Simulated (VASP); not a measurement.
A run of VASP 6.6.1 is set up as follows.

File POSCAR:

```
Cr
1.0
    2.5364700000      0.0000000000      0.0000000000
   -1.2682350000      2.1966490000      0.0000000000
    0.0000000000      0.0000000000      4.7176440000
Cr
2
Direct
    0.3333300000      0.6666700000      0.2500000000
    0.6666600000      0.3333300000      0.7500000000
```

The input INCAR.step1:

```
PREC     = Accurate       # precision mode
ENCUT    = 520            # plane-wave cutoff, eV
ISMEAR   = -1             # smearing method
SIGMA    = 0.1            # smearing width, eV
LREAL    = False          # projectors in reciprocal space
LASPH    = True           # aspherical terms in the spheres
NELM     = 60             # most SCF steps
NBANDS   = 19             # bands
GGA      = PE             # functional
ALGO     = Normal         # electronic algorithm
EDIFF    = 1E-4           # SCF threshold, eV
LWAVE    = True           # write WAVECAR
LCHARG   = False          # write CHGCAR
```

INCAR.step2

```
PREC     = Accurate       # precision mode
ENCUT    = 520            # plane-wave cutoff, eV
EDIFF    = 1E-7           # SCF threshold, eV
ISMEAR   = -1             # smearing method
SIGMA    = 0.1            # smearing width, eV
LREAL    = False          # projectors in reciprocal space
LASPH    = True           # aspherical terms in the spheres
NELM     = 60             # most SCF steps
ALGO     = Normal         # electronic algorithm
ISIF     = 2              # what is computed and relaxed
LWAVE    = False          # write WAVECAR
LCHARG   = False          # write CHGCAR
METAGGA  = R2SCAN         # meta-GGA
LMIXTAU  = True         
NBANDS   = 19             # bands
ISTART   = 1
```

Contents of KPOINTS:

```
regular mesh
0
Gamma
  15 15 7
```

Potentials or basis: VASP PAW PBE potentials, release 64 (Cr_pv).

Command:

```console
$ cat potpaw_PBE.64/Cr_pv/POTCAR > POTCAR
$ cp INCAR.step1 INCAR
$ mpirun -np 1 vasp_std > vasp.out
$ cp INCAR.step2 INCAR
$ mpirun -np 1 vasp_std > vasp.out
```

Predict the band gap on the k mesh.

zero (band 12 reaches 9.96 eV, above the bottom of band 13 at 8.74 eV).

What does it give for the pressure?

-22.2 GPa.

Stress tensor (GPa, compression positive):
```
-21.09   0.00   0.00
  0.00 -21.09   0.00
  0.00   0.00 -24.55
```

Caveat: the PAW data sets were made with another functional, which shifts forces and pressure a little; the run has no spin polarisation, though such a crystal can be magnetic. Spin polarisation is off, so any magnetic state and its effect on volume and gap are missing.
